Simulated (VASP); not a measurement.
Wanted: the native input for a VASP 6.6.1 run.

```yaml
Task: relaxation of cell and atoms
Functional: PBEsol
Potentials_or_basis: VASP PAW PBE potentials, release 64 (Mo_sv, Si)
Cutoff: 500 eV
k_mesh: 7 × 7 × 4
Occupations: fermi-dirac, width 0.05 eV
Spin: no spin polarisation
Hubbard_terms: Mo d U = 6.0 eV
Dipole_correction: no
Further_INCAR_settings: ALGO = Normal; EDIFF = 1e-07; IBRION = 2; EDIFFG = -0.01; NSW = 60; ISIF = 3
```

The structure of Si2Mo lies in POSCAR:

```
Si2Mo
1.0
    4.5854715599      0.0000000000      0.0000000000
   -2.2927357800      3.9711348592      0.0000000000
    0.0000000000      0.0000000000      6.5797601000
Mo Si
3 6
Direct
    0.5000000000      0.5000000000      0.8333333333
    0.0000000000      0.5000000000      0.1666666667
    0.5000000000      0.0000000000      0.5000000000
    0.1638729800      0.3277459600      0.5000000000
    0.6722540400      0.8361270200      0.1666666667
    0.8361270200      0.1638729800      0.8333333333
    0.8361270200      0.6722540400      0.5000000000
    0.3277459600      0.1638729800      0.1666666667
    0.1638729800      0.8361270200      0.8333333333
```

One way to write it, as run:

INCAR

```
  PREC = Accurate
  ENCUT = 500
  EDIFF = 1E-7
  ISMEAR = -1
  SIGMA = 0.05
  LREAL = F
  LASPH = T
  NELM = 200
  ALGO = Normal
  ISIF = 3
  LWAVE = F
  LCHARG = F
  LMAXMIX = 4
  LDAU = T
  LDAUTYPE = 2
  LDAUL = 2 -1
  LDAUU = 6 0
  LDAUJ = 0 0
  LDAUPRINT = 1
  GGA = PS
  IBRION = 2
  NSW = 60
  EDIFFG = -0.01
  GGA_COMPAT = F
  NELMIN = 4
```

KPOINTS

```
Automatic mesh
0
Gamma
  7 7 4
```

Potentials or basis: VASP PAW PBE potentials, release 64 (Mo_sv, Si).

Run with:

```console
$ cat potpaw_PBE.64/Mo_sv/POTCAR potpaw_PBE.64/Si/POTCAR > POTCAR
$ mpirun -np 1 vasp_std > vasp.out
```

Results of the run:

The relaxed volume is 13.49 Å³/atom. The relaxed cell is a = 4.612 Å, b = 4.612 Å, c = 6.588 Å, α = 90.00°, β = 90.00°, γ = 120.00°, the space group after relaxing (to 0.1 Å) is P6_222 (No. 180) and the energy gained by relaxing is 1.7 meV/atom. The ionic steps are 6. The pressure after relaxing is 0.0 GPa. The band gap on the k mesh is 0.84 eV (least direct gap 1.21 eV).

Caveat: the PAW data sets were made with another functional, which shifts forces and pressure a little; an odd mesh through Γ misses points on the zone boundary, where band edges can lie; the U is typed as a test and isn't derived for this compound.

Run time: 3.2 min on 1 thread of Intel(R) Xeon(R) 6975P-C (Granite Rapids) (shared host), peak memory 0.29 GiB.
